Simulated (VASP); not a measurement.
Wanted: the native input for a VASP 6.6.1 run.

```yaml
Task: single point
Functional: PBE
Potentials_or_basis: VASP PAW PBE potentials, release 64 (Ag)
Cutoff: 520 eV
k_mesh: 13 × 13 × 7
Occupations: methfessel-paxton, width 0.1053 eV
Spin: no spin polarisation
Dipole_correction: no
k_mesh_for_the_DOS: 20 × 20 × 11
Occupations_for_the_DOS: tetrahedron
Further_INCAR_settings: ALGO = Normal; EDIFF = 1e-06
```

Crystal: Ag.

```
Ag
1.0
     3.02685    0.00000    0.00000
    -1.51342    2.62133    0.00000
     0.00000    0.00000    4.82288
Ag
2
Direct
  0.33333 0.66667 0.25000
  0.66666 0.33333 0.75000
```

This isn't the form of Ag at room conditions, which is fcc.

One way to write it, as run:

POSCAR

```
Ag
1.0
    3.0268460000      0.0000000000      0.0000000000
   -1.5134230000      2.6213300000      0.0000000000
    0.0000000000      0.0000000000      4.8228800000
Ag
2
Direct
    0.3333300000      0.6666700000      0.2500000000
    0.6666600000      0.3333300000      0.7500000000
```

INCAR.step1

```
  PREC = Accurate
  ENCUT = 520
  EDIFF = 1E-6
  ISMEAR = 1
  SIGMA = 0.1053
  LREAL = F
  LASPH = T
  NELM = 80
  ALGO = Normal
  ISIF = 2
  LWAVE = F
  LCHARG = T
  LMAXMIX = 4
  GGA = PE
  NBANDS = 18
```

KPOINTS.step1

```
regular mesh
0
Gamma
  13 13 7
```

INCAR.step2

```
  PREC = Accurate
  ENCUT = 520
  EDIFF = 1E-6
  ISMEAR = -5
  SIGMA = 0.1053
  LREAL = F
  LASPH = T
  NELM = 80
  ALGO = Normal
  ISIF = 2
  LWAVE = F
  LCHARG = F
  LMAXMIX = 4
  GGA = PE
  LORBIT = 11
  NEDOS = 1001
  ICHARG = 11
```

KPOINTS.step2

```
regular mesh
0
Gamma
  20 20 11
```

Potentials or basis: VASP PAW PBE potentials, release 64 (Ag).

The run is started by

```bash
$ cat potpaw_PBE.64/Ag/POTCAR > POTCAR
$ cp INCAR.step1 INCAR
$ cp KPOINTS.step1 KPOINTS
$ mpirun -np 1 vasp_std > vasp.out
$ cp INCAR.step2 INCAR
$ cp KPOINTS.step2 KPOINTS
$ mpirun -np 1 vasp_std > vasp.out
```

Results of the run:

- Valence electrons inside the program's atomic spheres: Ag 9.78

Wall time 5.6 min on 1 thread of Intel Xeon 8259CL (shared host), peak memory 0.45 GiB.
